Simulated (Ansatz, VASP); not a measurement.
**One calculation of Si, two programs**

```
CELL_PARAMETERS angstrom
5.43094 0.00000 0.00000
0.00000 -5.43094 0.00000
0.00000 0.00000 -5.43094
ATOMIC_POSITIONS crystal
Si 0.50000 0.00000 0.94200
Si 0.00000 0.50000 0.00000
Si 0.00000 0.00000 0.50000
Si 0.50000 0.50000 0.50000
Si 0.75000 0.75000 0.75000
Si 0.25000 0.25000 0.75000
Si 0.25000 0.75000 0.25000
Si 0.75000 0.25000 0.25000
```

Alike in both runs: task single point; functional r2SCAN; k mesh 6 × 6 × 6; occupations gaussian, width 0.05 eV; no spin polarisation.

|  | VASP | Ansatz |
| --- | --- | --- |
| version | VASP 6.6.1 | Ansatz 0.2.0 |
| potentials or method | VASP PAW PBE potentials, release 64 (Si), cutoff 520 eV | scalar-relativistic, plane waves, PAW |
| valence electrons in the cell | 32 | 32 |

|  | VASP | Ansatz | Ansatz less VASP |
| --- | --- | --- | --- |
| gap on the k mesh at the Fermi level (eV) | 0.30 | 0.30 | -0.001 |
| least direct gap on the mesh (eV) | 0.30 | 0.30 | -0.001 |
| pressure (GPa) | 1.5 | 1.7 | +0.24 |
| traceless stress, the component that is largest in VASP (GPa) | 3.28 | 3.32 | +0.041 |
| rms of the force components (eV/Å) | 1.086 | 1.089 | +0.0031 |

VASP's potentials were made for PBE, not for r2SCAN. Atom by atom the forces differ by 0.004 eV/Å (rms over components). The functional is the same, so the differences come from potentials, cutoffs and numerics.
